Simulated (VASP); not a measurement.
# Ni (I4) in VASP: relaxation of cell and atoms with PBE

Aim: the relaxation of cell and atoms of Ni with PBE.

Program: VASP 6.6.1. These are calculated values, not measurements. Logs are shortened: lines on timing, memory, paths and dates and some standing lists are left out, and cuts for length are marked.

### Step 1. The cell of the first run

Symmetry: I4, No. 79, tetragonal system. Conventional cell: a = 4.250 Å, b = 4.250 Å, c = 6.077 Å, α = 90.00°, β = 90.00°, γ = 90.00°. Within 2.4 Å of Ni (site symmetry 1) lie 3 Ni at 1.81 to 1.86 Å. Ni (site symmetry 4) has 4 Ni at 1.86 Å within 2.5 Å.

The cell was built from a structure type or drawn by symmetry, and may not be a known phase.

### Step 2. Relaxation of cell and atoms, PBE, collinear spin, ferromagnetic start

INCAR

```
PREC = Accurate
ENCUT = 600
EDIFF = 1E-6
ISMEAR = 0
SIGMA = 0.1
LREAL = False
LASPH = True
NELM = 150
ALGO = Normal
ISIF = 3
LWAVE = False
LCHARG = False
ISPIN = 2
MAGMOM = 2 2 2 2 2
LORBIT = 11
LMAXMIX = 4
GGA = PE
IBRION = 2
NSW = 90
EDIFFG = -0.04
```

KPOINTS

```
regular mesh
0
Gamma
  6 6 6
```

POSCAR

```
Ni
1.0
   -2.1249638201      2.1249638201      3.0383105099
    2.1249638201     -2.1249638201      3.0383105099
    2.1249638201      2.1249638201     -3.0383105099
Ni
5
Direct
    0.3409800000      0.2576500000      0.4166700000
    0.2576500000      0.8409800000      0.9166700000
    0.9243100000      0.3409800000      0.0833300000
    0.8409800000      0.9243100000      0.5833300000
    0.6857200000      0.6857200000      0.0000000000
```

Potentials or basis: VASP PAW PBE potentials, release 64 (Ni).

Launch:

```console
cat potpaw_PBE.64/Ni/POTCAR > POTCAR
mpirun -np 1 vasp_std > vasp.out
```

OUTCAR:

```text
PREC = Accurate
   ENCUT = 600
   EDIFF = 1E-6
   ISMEAR = 0
   LREAL = False
   LASPH = True
   NELM = 150
   ISIF = 3
   ISPIN = 2
   LORBIT = 11
   GGA = PE
   IBRION = 2
   NSW = 90
   EDIFFG = -0.04

 ion  position               nearest neighbor table
   1  0.341  0.258  0.417-   2 1.81   3 1.81   5 1.86   3 2.50   2 2.50   4 2.55   4 2.55   5 2.77
                             5 3.08
   2  0.258  0.841  0.917-   1 1.81   4 1.81   5 1.86   4 2.50   1 2.50   3 2.55   3 2.55   5 2.77
                             5 3.08
   3  0.924  0.341  0.083-   4 1.81   1 1.81   5 1.86   1 2.50   4 2.50   2 2.55   2 2.55   5 2.77
                             5 3.08
   4  0.841  0.924  0.583-   2 1.81   3 1.81   5 1.86   3 2.50   2 2.50   1 2.55   1 2.55   5 2.77
                             5 3.08
   5  0.686  0.686  0.000-   4 1.86   3 1.86   1 1.86   2 1.86   2 2.77   1 2.77   4 2.77   3 2.77
                             1 3.08   2 3.08   4 3.08   3 3.08

  LATTYP: Found a body centered tetragonal cell.
 ALAT       =     4.2499276402
 C/A-ratio  =     1.4298175250

  Lattice vectors:

 A1 = (  -2.1249638201,   2.1249638201,   3.0383105099)
 A2 = (   2.1249638201,  -2.1249638201,   3.0383105099)
 A3 = (   2.1249638201,   2.1249638201,  -3.0383105099)

Analysis of symmetry for initial positions (statically):
=====================================================================
 Subroutine PRICEL returns:
 Original cell was already a primitive cell.

 Routine SETGRP: Setting up the symmetry group for a
 body centered tetragonal supercell.

 Subroutine GETGRP returns: Found  4 space group operations
 (whereof  4 operations were pure point group operations)
 out of a pool of 16 trial point group operations.

The static configuration has the point symmetry     .

Analysis of symmetry for dynamics (positions and initial velocities):
=====================================================================
 Subroutine PRICEL returns:
 Original cell was already a primitive cell.

 Routine SETGRP: Setting up the symmetry group for a
 body centered tetragonal supercell.

 Subroutine GETGRP returns: Found  4 space group operations
 (whereof  4 operations were pure point group operations)
 out of a pool of 16 trial point group operations.

The dynamic configuration has the point symmetry     .

Analysis of structural, dynamic, and magnetic symmetry:
=====================================================================
 Subroutine PRICEL returns:
 Original cell was already a primitive cell.

 Routine SETGRP: Setting up the symmetry group for a
 body centered tetragonal supercell.

 Subroutine GETGRP returns: Found  4 space group operations
 (whereof  4 operations were pure point group operations)
 out of a pool of 16 trial point group operations.

The overall configuration has the point symmetry     .

 Subroutine INISYM returns: Found  4 space group operations
 (whereof  4 operations are pure point group operations),
 and found     1 'primitive' translations

----------------------------------------------------------------------------------------

                                     Primitive cell

  volume of cell :      54.8776

  direct lattice vectors                    reciprocal lattice vectors
    -2.124963820  2.124963820  3.038310510     0.000000000  0.235298124  0.164565142
     2.124963820 -2.124963820  3.038310510     0.235298124  0.000000000  0.164565142
     2.124963820  2.124963820 -3.038310510     0.235298124  0.235298124  0.000000000

  length of vectors
     4.273438104  4.273438104  4.273438104     0.287135670  0.287135670  0.332761798

  position of ions in fractional coordinates (direct lattice)
     0.340980000  0.257650000  0.416670000
     0.257650000  0.840980000  0.916670000
     0.924310000  0.340980000  0.083330000
     0.840980000  0.924310000  0.583330000
     0.685720000  0.685720000  0.000000000

  ion indices of the primitive-cell ions
   primitive index   ion index
                 1           1
                 2           2
                 3           3
[... 57 lines left out ...]
   number of dos      NEDOS =    301   number of ions     NIONS =      5
   total plane-waves  NPLWV =  46656
   dimension x,y,z NGX =    36 NGY =   36 NGZ =   36
   dimension x,y,z NGXF=    72 NGYF=   72 NGZF=   72
   ions per type =               5
   NGX,Y,Z   is equivalent  to a cutoff of  14.00, 14.00, 14.00 a.u.
   NGXF,Y,Z  is equivalent  to a cutoff of  28.01, 28.01, 28.01 a.u.
 SYSTEM =  unknown system
   PREC   = accura    normal or accurate (medium, high low for compatibility)
   ISTART =      0    job   : 0-new  1-cont  2-samecut
   ICHARG =      2    charge: 1-file 2-atom 10-const
   ISPIN  =      2    spin polarized calculation?
   LNONCOLLINEAR =      F non collinear calculations
   LSORBIT =      F    spin-orbit coupling
   LASPH  =      T    aspherical Exc in radial PAW
   ENCUT  =  600.0 eV  44.10 Ry    6.64 a.u.   8.54  8.54  8.54*2*pi/ulx,y,z
   NELM   =    150;   NELMIN=  2; NELMDL= -5     # of ELM steps
   EDIFF  = 0.1E-05   stopping-criterion for ELM
   LREAL  =      F    real-space projection
   EDIFFG = -.4E-01   stopping-criterion for IOM
   NSW    =     90    number of steps for IOM
   IBRION =      2    ionic relax: 0-MD 1-quasi-New 2-CG
   NFREE  =      1    steps in history (QN), initial steepest desc. (CG)
   ISIF   =      3    stress and relaxation
   ISYM   =      2    0-nonsym 1-usesym 2-fastsym
   POTIM  = 0.5000    time-step for ionic-motion
   TEBEG  =    0.0;   TEEND  =   0.0 temperature during run
   PSTRESS=    0.0 pullay stress
   NELECT =      50.0000    total number of electrons
   NUPDOWN=      -1.0000    fix difference up-down
   EMIN   =  10.00;   EMAX   =-10.00  energy-range for DOS
   EFERMI =   0.00;   METHOD = LEGACY
   ISMEAR =     0;   SIGMA  =   0.10  broadening in eV -4-tet -1-fermi 0-gaus
   EFERMI_NEDOS =   21; number of points for ismear=-14 and -15
   IALGO  =     38    algorithm
   IMIX   =      4    mixing-type and parameters
     AMIX     =   0.40;   BMIX     =  1.00
     AMIX_MAG =   1.60;   BMIX_MAG =  1.00
  volume/ion in A,a.u.               =      10.98        74.07
  Fermi-wavevector in a.u.,A,eV,Ry     =   1.587083  2.999153 34.270814  2.518834
  Thomas-Fermi vector in A             =   2.686295
   LORBIT       =     11    0 simple, 1 ext, 2 COOP (PROOUT), +10 PAW based schemes
   GGA     = PE    functional components
   LHFCALC =     F    Hartree Fock is set to
   AEXX    =    0.0000 exact exchange contribution
   IVDW    =     0    specifies the selected vdW correction
   LEPSILON=     F    determine dielectric tensor
   LRPA    =     F    only Hartree local field effects (RPA)
 conjugate gradient relaxation of ions
 spin polarized calculation
 Gauss-broadening in eV      SIGMA  =   0.10
  energy-cutoff  :      600.00
  volume of cell :       54.88
 maximum number of plane-waves:      1849
 NGX is ok and might be reduce to    36
   NGX = 17   NGY = 17   NGZ = 17

--------------------------------------- Ionic step        1  -------------------------------------------

 number of electron      50.0000000 magnetization      10.0000000

 number of electron      49.9999983 magnetization       0.0020161

 Free energy of the ion-electron system (eV)
  ---------------------------------------------------
  ext. energy  EPLUGINS =         0.00000000
  ---------------------------------------------------
  free energy    TOTEN  =       -11.69728779 eV

  energy without entropy =      -11.66303890  energy(sigma->0) =      -11.68016334

------------------------ aborting loop because EDIFF is reached ----------------------------------------

  FORCE on cell =-STRESS in cart. coord.  units (eV):
  Direction    XX          YY          ZZ          XY          YZ          ZX
  --------------------------------------------------------------------------------------
  -------------------------------------------------------------------------------------
  Total       60.4141990     60.4141990      2.0901206      0.0000024      0.0000000      0.0000000
  in kB     1763.8204633   1763.8204633     61.0220374      0.0000689      0.0000000      0.0000000
  external PRESSURE =    1196.2209880 kB  Pullay stress =       0.0000000 kB
[... 28 lines left out ...]
 number of electron      49.9999973 magnetization       0.0000608

 number of electron      49.9999973 magnetization      -0.0020231

 E-fermi :   0.7345     XC(G=0):  -8.4102

 val. band max:        0.7314601970   @ k =   0.0000   0.0000   0.0000
 cond. band min:       0.7346063860   @ k =  -0.3333   0.3333   0.1667
 fundamental gap:      0.0031461890
 Fermi energy:         0.7345200850

 spin component 1

 k-point     1 :       0.0000    0.0000    0.0000
  band No.  band energies     occupation
      1      -3.4085      1.00000
      2      -0.5179      1.00000
      3      -0.5159      1.00000
      4      -0.5159      1.00000
      5      -0.4038      1.00000
      6      -0.3233      1.00000
[... 1892 lines left out ...]
  FREE ENERGIE OF THE ION-ELECTRON SYSTEM (eV)
  ---------------------------------------------------
  free  energy   TOTEN  =       -21.6246956928 eV

  energy  without entropy=      -21.5305659869  energy(sigma->0) =      -21.57763084

[... ionic steps 4 to 41 ...]

--------------------------------------- Ionic step       42  -------------------------------------------

 number of electron      50.0000006 magnetization      -0.0008635

------------------------ aborting loop because EDIFF is reached ----------------------------------------
[... 73 lines left out ...]
--------------------------------------- Ionic step       44  -------------------------------------------

 number of electron      50.0000009 magnetization      -0.0146780

 Free energy of the ion-electron system (eV)
  ---------------------------------------------------
  ext. energy  EPLUGINS =         0.00000000
  ---------------------------------------------------
  free energy    TOTEN  =       -26.78541646 eV

  energy without entropy =      -26.73788041  energy(sigma->0) =      -26.76164843

 E-fermi :   9.2272     XC(G=0): -13.2778

 val. band max:        9.2190260390   @ k =   0.5000   0.5000   0.3333
 cond. band min:       9.2359017661   @ k =   0.5000   0.3333  -0.0000
 fundamental gap:      0.0168757271
 Fermi energy:         9.2271827688

 spin component 1

 k-point     1 :       0.0000    0.0000    0.0000
  band No.  band energies     occupation
      1       0.3864      1.00000
      2       5.3743      1.00000
      3       5.3759      1.00000
      4       5.3759      1.00000
      5       5.3789      1.00000
      6       6.5176      1.00000
[... 1851 lines left out ...]
  FREE ENERGIE OF THE ION-ELECTRON SYSTEM (eV)
  ---------------------------------------------------
  free  energy   TOTEN  =       -26.7854164604 eV

  energy  without entropy=      -26.7378804051  energy(sigma->0) =      -26.76164843

 reached required accuracy - stopping structural energy minimisation

 total charge

# of ion       s       p       d       tot
------------------------------------------
    1        0.493   0.491   8.336   9.320
    2        0.493   0.491   8.336   9.320
    3        0.493   0.491   8.336   9.320
    4        0.493   0.491   8.336   9.320
    5        0.495   0.494   8.337   9.326
--------------------------------------------------
tot          2.466   2.459  41.679  46.604

 magnetization (x)

# of ion       s       p       d       tot
------------------------------------------
    1        0.000   0.000  -0.004  -0.004
    2        0.000   0.000  -0.004  -0.004
    3        0.000   0.000  -0.004  -0.004
    4        0.000   0.000  -0.004  -0.004
    5        0.000   0.000  -0.004  -0.004
--------------------------------------------------
tot          0.000   0.001  -0.020  -0.019
```

Run time: 59 min. Hardware: 1 thread of Intel Xeon 6975P-C (Granite Rapids), shared host; peak memory 0.35 GiB.

Results:

```
Free energy                                           : -26.7854 eV
Relaxed volume                                        : 10.83 Å³/atom
Relaxed cell                                          : a = 4.714 Å, b = 4.714 Å, c = 4.714 Å, α = 94.52°, β = 94.52°, γ = 147.40°
Space group after relaxing (to 0.1 Å)                 : I4/mmm (No. 139)
Energy gained by relaxing                             : 3017.6 meV/atom
Ionic steps                                           : 44
Pressure after relaxing                               : -0.4 GPa
Largest force after relaxing                          : 0.033 eV/Å
Band gap on the k mesh                                : zero (filled and empty bands overlap)
Net moment                                            : -0.01 μB per cell
Valence electrons inside the program's atomic spheres : Ni 9.32, 9.33 (each value once)
```

Forces in eV/Å, atoms in the order of the input:
```
Ni   0.030  0.011 -0.008
Ni  -0.011  0.030 -0.008
Ni   0.011 -0.030 -0.008
Ni  -0.030 -0.011 -0.008
Ni   0.000  0.000  0.031
```

Step by step:
| step | energy change (eV) | largest force (eV/Å) | pressure (GPa) | volume (Å³) |
| --- | --- | --- | --- | --- |
| 1 | 0.0000 | 11.0196 | 119.62 | 54.88 |
| 3 | -9.9274 | 2.9765 | -13.81 | 84.85 |
| 5 | -10.1534 | 4.4972 | -5.46 | 77.45 |
| 7 | -11.5721 | 1.5727 | -11.00 | 74.06 |
| 9 | -11.8832 | 1.0073 | -8.84 | 71.53 |
| 11 | -12.3486 | 1.7516 | 6.47 | 61.91 |
| 13 | -13.0104 | 1.2763 | 16.02 | 56.11 |
| 15 | -13.7624 | 0.8239 | -1.19 | 59.74 |
| 17 | -13.8765 | 0.6660 | -1.85 | 59.61 |
| 19 | -14.0247 | 1.1185 | 3.44 | 57.25 |
| 21 | -14.2168 | 1.4339 | -8.29 | 60.20 |
| 23 | -14.3873 | 1.5171 | -8.84 | 59.67 |
| 25 | -15.0111 | 0.3913 | -6.09 | 56.13 |
| 27 | -15.0313 | 0.4089 | -5.01 | 55.71 |
| 29 | -15.0689 | 0.2959 | -0.21 | 54.34 |
| 31 | -15.0707 | 0.2532 | 1.08 | 53.98 |
| 33 | -15.0794 | 0.0807 | 0.15 | 54.25 |
| 35 | -15.0808 | 0.0155 | -0.85 | 54.44 |
| 37 | -15.0820 | 0.0425 | -0.68 | 54.32 |
| 39 | -15.0833 | 0.0997 | 0.16 | 54.13 |
| 41 | -15.0866 | 0.0806 | 0.14 | 54.06 |
| 43 | -15.0873 | 0.0717 | 0.25 | 54.01 |
| 44 | -15.0881 | 0.0330 | -0.41 | 54.16 |

Final structure:
```
Ni
1.0
    -3.19916    3.19916    1.32288
     3.19916   -3.19916    1.32288
     3.19916    3.19916   -1.32288
Ni
5
Direct
  0.40981 0.20955 0.39886
  0.20955 0.81069 0.79974
  0.01095 0.40981 0.20026
  0.81069 0.01095 0.60114
  0.60865 0.60865 0.00000
```
